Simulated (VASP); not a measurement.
# Li (P6_3/mmc) in VASP: single point with PBEsol

Aim: the single point of Li with PBEsol.

All numbers are computed with VASP 6.6.1; they aren't measurements. Logs are shortened: lines on timing, memory, paths and dates and some standing lists are left out, and cuts for length are marked.

**1. The cell of the first run**

Symmetry: P6_3/mmc, No. 194, hexagonal system. The conventional cell has a = 3.172 Å, b = 3.172 Å, c = 5.193 Å, α = 90.00°, β = 90.00°, γ = 120.00°. Within 4.2 Å of Li (site symmetry -6m2) lie 12 Li at 3.17 to 3.18 Å.

This isn't the form of Li at room conditions, which is bcc.

**2. Single point, PBEsol (22.62 Å³/atom)**

File INCAR:

```
SYSTEM = Li
ALGO     = Normal         ! electronic algorithm
EDIFF    = 1E-7           ! SCF threshold, eV
ENCUT    = 520            ! plane-wave cutoff, eV
GGA      = PS             ! functional
ISIF     = 2              ! what is computed and relaxed
ISMEAR   = -1             ! smearing method
LASPH    = .True.         ! aspherical terms in the spheres
LCHARG   = .True.         ! write CHGCAR
LELF     = .True.         ! ELF
LREAL    = .False.        ! projectors in reciprocal space
LVHAR    = .True.       
LWAVE    = .False.        ! write WAVECAR
NBANDS   = 10             ! bands
NELM     = 80             ! most SCF steps
PREC     = Accurate       ! precision mode
SIGMA    = 0.08           ! smearing width, eV
```

File KPOINTS:

```
k-points
0
Gamma
  15 15 8
  0 0 0
```

File POSCAR:

```
Li
1.0
    3.1720176844      0.0000000000      0.0000000000
   -1.5860088422      2.7470478959      0.0000000000
    0.0000000000      0.0000000000      5.1928881046
Li
2
Direct
    0.3333333333      0.6666666667      0.2500000000
    0.6666666667      0.3333333333      0.7500000000
```

Potentials or basis: VASP PAW PBE potentials, release 64 (Li_sv).

Started as:

```console
$ cat potpaw_PBE.64/Li_sv/POTCAR > POTCAR
$ mpirun -np 1 vasp_std > vasp.out
```

OUTCAR:

```text
SYSTEM = Li
   EDIFF = 1E-7
   ENCUT = 520
   GGA = PS
   ISIF = 2
   ISMEAR = -1
   LASPH = .True.
   LREAL = .False.
   NELM = 80
   PREC = Accurate

 ion  position               nearest neighbor table
   1  0.333  0.667  0.250-
   2  0.667  0.333  0.750-

  LATTYP: Found a hexagonal cell.
 ALAT       =     3.1720176844
 C/A-ratio  =     1.6370930497

  Lattice vectors:

 A1 = (   3.1720176844,   0.0000000000,   0.0000000000)
 A2 = (  -1.5860088422,   2.7470478959,   0.0000000000)
 A3 = (   0.0000000000,   0.0000000000,   5.1928881046)

Analysis of symmetry for initial positions (statically):
=====================================================================
 Subroutine PRICEL returns:
 Original cell was already a primitive cell.

 Routine SETGRP: Setting up the symmetry group for a
 hexagonal supercell.

 Subroutine GETGRP returns: Found 24 space group operations
 (whereof 12 operations were pure point group operations)
 out of a pool of 24 trial point group operations.

The static configuration has the point symmetry D_3d.
 The point group associated with its full space group is D_6h.

Analysis of symmetry for dynamics (positions and initial velocities):
=====================================================================
 Subroutine PRICEL returns:
 Original cell was already a primitive cell.

 Routine SETGRP: Setting up the symmetry group for a
 hexagonal supercell.

 Subroutine GETGRP returns: Found 24 space group operations
 (whereof 12 operations were pure point group operations)
 out of a pool of 24 trial point group operations.

The dynamic configuration has the point symmetry D_3d.
 The point group associated with its full space group is D_6h.

 Subroutine INISYM returns: Found 24 space group operations
 (whereof 12 operations are pure point group operations),
 and found     1 'primitive' translations

----------------------------------------------------------------------------------------

                                     Primitive cell

  volume of cell :      45.2492

  direct lattice vectors                    reciprocal lattice vectors
     3.172017684  0.000000000  0.000000000     0.315256754  0.182013572  0.000000000
    -1.586008842  2.747047896  0.000000000     0.000000000  0.364027144  0.000000000
     0.000000000  0.000000000  5.192888105     0.000000000  0.000000000  0.192571066

  length of vectors
     3.172017684  3.172017684  5.192888105     0.364027144  0.364027144  0.192571066

  position of ions in fractional coordinates (direct lattice)
     0.333333333  0.666666667  0.250000000
     0.666666667  0.333333333  0.750000000

  ion indices of the primitive-cell ions
   primitive index   ion index
                 1           1
                 2           2

----------------------------------------------------------------------------------------

 KPOINTS: k-points

Automatic generation of k-mesh.
 Grid dimensions read from file:
 generate k-points for:   15   15    8

 Generating k-lattice:

  Cartesian coordinates                     Fractional coordinates (reciprocal lattice)
     0.021017117  0.012134238  0.000000000     0.066666667  0.000000000  0.000000000
     0.000000000  0.024268476  0.000000000     0.000000000  0.066666667  0.000000000
     0.000000000  0.000000000  0.024071383     0.000000000  0.000000000  0.125000000

  Length of vectors
     0.024268476  0.024268476  0.024071383

  Shift w.r.t. Gamma in fractional coordinates (k-lattice)
     0.000000000  0.000000000  0.000000000

 Subroutine IBZKPT returns following result:
 ===========================================

 Found    135 irreducible k-points:

 Following reciprocal coordinates:
            Coordinates               Weight
  0.000000  0.000000  0.000000      1.000000
  0.066667  0.000000  0.000000      6.000000
  0.133333  0.000000  0.000000      6.000000
  0.200000 -0.000000  0.000000      6.000000
  0.266667  0.000000  0.000000      6.000000
  0.333333  0.000000  0.000000      6.000000
[... 16 lines left out ...]
  0.333333  0.200000  0.000000     12.000000
  0.400000  0.200000  0.000000      6.000000
 [... further k-points ...]
   k-points           NKPTS =    135   k-points in BZ     NKDIM =    135   number of bands    NBANDS=     10
   number of dos      NEDOS =    301   number of ions     NIONS =      2
   total plane-waves  NPLWV =  23040
   dimension x,y,z NGX =    24 NGY =   24 NGZ =   40
   dimension x,y,z NGXF=    48 NGYF=   48 NGZF=   80
   ions per type =               2
   NGX,Y,Z   is equivalent  to a cutoff of  12.58, 12.58, 12.81 a.u.
   NGXF,Y,Z  is equivalent  to a cutoff of  25.16, 25.16, 25.61 a.u.
 SYSTEM =  Li
   PREC   = accura    normal or accurate (medium, high low for compatibility)
   ISTART =      0    job   : 0-new  1-cont  2-samecut
   ICHARG =      2    charge: 1-file 2-atom 10-const
   ISPIN  =      1    spin polarized calculation?
   LNONCOLLINEAR =      F non collinear calculations
   LSORBIT =      F    spin-orbit coupling
   LASPH  =      T    aspherical Exc in radial PAW
   ENCUT  =  520.0 eV  38.22 Ry    6.18 a.u.   5.90  5.90  9.66*2*pi/ulx,y,z
   NELM   =     80;   NELMIN=  2; NELMDL= -5     # of ELM steps
   EDIFF  = 0.1E-06   stopping-criterion for ELM
   LREAL  =      F    real-space projection
   EDIFFG = 0.1E-05   stopping-criterion for IOM
   NSW    =      0    number of steps for IOM
   IBRION =     -1    ionic relax: 0-MD 1-quasi-New 2-CG
   NFREE  =      0    steps in history (QN), initial steepest desc. (CG)
   ISIF   =      2    stress and relaxation
   ISYM   =      2    0-nonsym 1-usesym 2-fastsym
   POTIM  = 0.5000    time-step for ionic-motion
   TEBEG  =    0.0;   TEEND  =   0.0 temperature during run
   PSTRESS=    0.0 pullay stress
   NELECT =       6.0000    total number of electrons
   NUPDOWN=      -1.0000    fix difference up-down
   EMIN   =  10.00;   EMAX   =-10.00  energy-range for DOS
   EFERMI =   0.00;   METHOD = LEGACY
   ISMEAR =    -1;   SIGMA  =   0.08  broadening in eV -4-tet -1-fermi 0-gaus
   EFERMI_NEDOS =   21; number of points for ismear=-14 and -15
   IALGO  =     38    algorithm
   IMIX   =      4    mixing-type and parameters
     AMIX     =   0.40;   BMIX     =  1.00
     AMIX_MAG =   1.60;   BMIX_MAG =  1.00
  volume/ion in A,a.u.               =      22.62       152.68
  Fermi-wavevector in a.u.,A,eV,Ry     =   0.834811  1.577565  9.482035  0.696910
  Thomas-Fermi vector in A             =   1.948265
   LORBIT       =      0    0 simple, 1 ext, 2 COOP (PROOUT), +10 PAW based schemes
   GGA     = PS    functional components
   LHFCALC =     F    Hartree Fock is set to
   AEXX    =    0.0000 exact exchange contribution
   IVDW    =     0    specifies the selected vdW correction
   LEPSILON=     F    determine dielectric tensor
   LRPA    =     F    only Hartree local field effects (RPA)
 non-spin polarized calculation
  energy-cutoff  :      520.00
  volume of cell :       45.25
 maximum number of plane-waves:      1248
 NGX is ok and might be reduce to    24
   NGX = 11   NGY = 11   NGZ = 19

 number of electron       6.0000007 magnetization

 Free energy of the ion-electron system (eV)
  ---------------------------------------------------
  ext. energy  EPLUGINS =         0.00000000
  ---------------------------------------------------
  free energy    TOTEN  =        -3.92492492 eV

  energy without entropy =       -3.90294365  energy(sigma->0) =       -3.91393428

 E-fermi :   0.3381     XC(G=0):  -6.7551

 val. band max:        0.3318943285   @ k =   0.4000   0.1333   0.0000
 cond. band min:       0.3440228167   @ k =   0.4000   0.0000   0.5000
 fundamental gap:      0.0121284882
 Fermi energy:         0.3381130755

 k-point     1 :       0.0000    0.0000    0.0000
  band No.  band energies     occupation
      1     -45.7689      2.00000
      2     -45.7569      2.00000
      3      -3.0736      2.00000
      4       0.3517      0.91555
      5       2.9102      0.00000
      6      11.9210      0.00000
      7      11.9211      0.00000
      8      13.2229      0.00000
      9      13.2230      0.00000
     10      13.7167      0.00000

 k-point     2 :       0.0667    0.0000    0.0000
  band No.  band energies     occupation
      1     -45.7684      2.00000
      2     -45.7566      2.00000
      3      -3.0057      2.00000
      4       0.4385      0.44389
      5       2.9414      0.00000
      6      11.1888      0.00000
      7      11.4223      0.00000
      8      13.1935      0.00000
      9      13.5277      0.00000
     10      13.6499      0.00000

 k-point     3 :       0.1333    0.0000    0.0000
  band No.  band energies     occupation
      1     -45.7670      2.00000
      2     -45.7560      2.00000
      3      -2.8019      2.00000
      4       0.6986      0.02183
      5       3.0298      0.00000
      6       9.6969      0.00000
      7      10.6082      0.00000
      8      13.0703      0.00000
      9      13.2946      0.00000
     10      13.6360      0.00000

 k-point     4 :       0.2000   -0.0000    0.0000
  band No.  band energies     occupation
      1     -45.7649      2.00000
      2     -45.7551      2.00000
      3      -2.4623      2.00000
      4       1.1315      0.00010
      5       3.1520      0.00000
      6       8.1163      0.00000
      7       9.8458      0.00000
      8      12.2496      0.00000
      9      12.3183      0.00000
     10      13.1645      0.00000
[... 222 lines left out ...]
 k-point    22 :       0.2667    0.2000    0.0000
  band No.  band energies     occupation
      1     -45.7576      2.00000
      2     -45.7529      2.00000
      3      -0.5588      1.99997
      4       3.2138      0.00000
      5       3.5262      0.00000
      6       4.5413      0.00000
      7       6.5145      0.00000
      8       8.5524      0.00000
      9      10.1599      0.00000
     10      10.5626      0.00000

 k-point    23 :       0.3333    0.2000    0.0000
  band No.  band energies     occupation
      1     -45.7560      2.00000
      2     -45.7528      2.00000
      3       0.2284      1.59516
      4       2.3914      0.00000
      5       4.3574      0.00000
      6       4.5088      0.00000
      7       6.2272      0.00000
      8       7.2078      0.00000
      9       9.6569      0.00000
     10      10.1729      0.00000

 k-point    24 :       0.4000    0.2000    0.0000
  band No.  band energies     occupation
      1     -45.7553      2.00000
      2     -45.7529      2.00000
      3       0.8405      0.00374
      4       1.7027      0.00000
      5       4.3724      0.00000
      6       5.2909      0.00000
      7       6.1257      0.00000
      8       6.2898      0.00000
      9       9.4764      0.00000
     10      10.0569      0.00000

 [... further k-points ...]

------------------------ aborting loop because EDIFF is reached ----------------------------------------

  FORCE on cell =-STRESS in cart. coord.  units (eV):
  Direction    XX          YY          ZZ          XY          YZ          ZX
  --------------------------------------------------------------------------------------
  -------------------------------------------------------------------------------------
  Total       -0.3780987     -0.3780987     -0.3850334      0.0000000      0.0000000      0.0000000
  in kB      -13.3876707    -13.3876707    -13.6332103      0.0000000      0.0000000      0.0000000
  external PRESSURE =     -13.4695172 kB  Pullay stress =       0.0000000 kB

 VOLUME and BASIS-vectors are now :
 -----------------------------------------------------------------------------
  energy-cutoff  :      520.00
  volume of cell :       45.25
      direct lattice vectors                 reciprocal lattice vectors
     3.172017684  0.000000000  0.000000000     0.315256754  0.182013572  0.000000000
    -1.586008842  2.747047896  0.000000000     0.000000000  0.364027144  0.000000000
     0.000000000  0.000000000  5.192888105     0.000000000  0.000000000  0.192571066

 POSITION                                       TOTAL-FORCE (eV/Angst)
 -----------------------------------------------------------------------------------
     -0.00000      1.83137      1.29822        -0.000000      0.000000      0.000000
      1.58601      0.91568      3.89467         0.000000     -0.000000      0.000000
 -----------------------------------------------------------------------------------
    total drift:                               -0.000000      0.000000      0.000000

  FREE ENERGIE OF THE ION-ELECTRON SYSTEM (eV)
  ---------------------------------------------------
  free  energy   TOTEN  =        -3.9249249217 eV

  energy  without entropy=       -3.9029436461  energy(sigma->0) =       -3.91393428
```

Run time: 17 s. Hardware: 1 thread of Intel Xeon Platinum 8488C (Sapphire Rapids), shared host; peak memory 0.18 GiB.

Results:

```yaml
Free_energy: -3.9249 eV
Band_gap_on_the_k_mesh: zero (bands 3 and 4 overlap by 4.39 eV)
```

Caveat: the cutoff is under 1.25 times the usual one of these potentials, so pressure, stress and relaxed cells hold a basis-set (Pulay) error; the PAW data sets were made with another functional, which shifts forces and pressure a little.
